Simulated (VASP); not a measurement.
Set up this calculation in VASP 6.6.1, as the native input.

* Task: single point
* Functional: PBEsol
* Potentials or basis: VASP PAW PBE potentials, release 64 (Ge_d)
* Cutoff: 520 eV
* k mesh: 4 × 4 × 2
* Occupations: gaussian, width 0.1 eV
* Spin: no spin polarisation
* Dipole correction: no
* Further INCAR settings: ALGO = Normal; EDIFF = 1e-06; NBANDS = 21

The structure of Ge lies in POSCAR:

```
Ge
1.0
    2.9911060000      0.0000000000      0.0000000000
   -1.5105156329      2.5816772893      0.0000000000
    0.0000000000      0.0000000000      4.7275960000
Ge
2
Direct
    0.6665500000      0.3334500000      0.2500000000
    0.3334500000      0.6665500000      0.7500000000
```

These files were run (other wordings do the same):

INCAR

```
PREC = Accurate ; ENCUT = 520
EDIFF = 1E-6 ; ISMEAR = 0
SIGMA = 0.1 ; LREAL = F
LASPH = T ; NELM = 80
ALGO = Normal ; ISIF = 2
LWAVE = F ; LCHARG = F
GGA = PS ; NBANDS = 21
```

KPOINTS

```
Automatic mesh
0
Gamma
  4 4 2
```

Potentials or basis: VASP PAW PBE potentials, release 64 (Ge_d).

Run with:

```bash
$ cat potpaw_PBE.64/Ge_d/POTCAR > POTCAR
$ mpirun -np 1 vasp_std > vasp.out
```

Results of the run:

| Item | Value |
| --- | --- |
| Pressure | -3.8 GPa |
| Largest force | 0.013 eV/Å |
| Band gap on the k mesh | zero (band 14 reaches 13.50 eV, above the bottom of band 15 at 5.45 eV) |

Caveat: the k points lie up to 0.66 Å⁻¹ apart; the PAW data sets were made with another functional, which shifts forces and pressure a little.

Run time: 14 s on 1 thread of AMD EPYC 7R13, with other jobs on the host, peak memory 0.12 GiB.
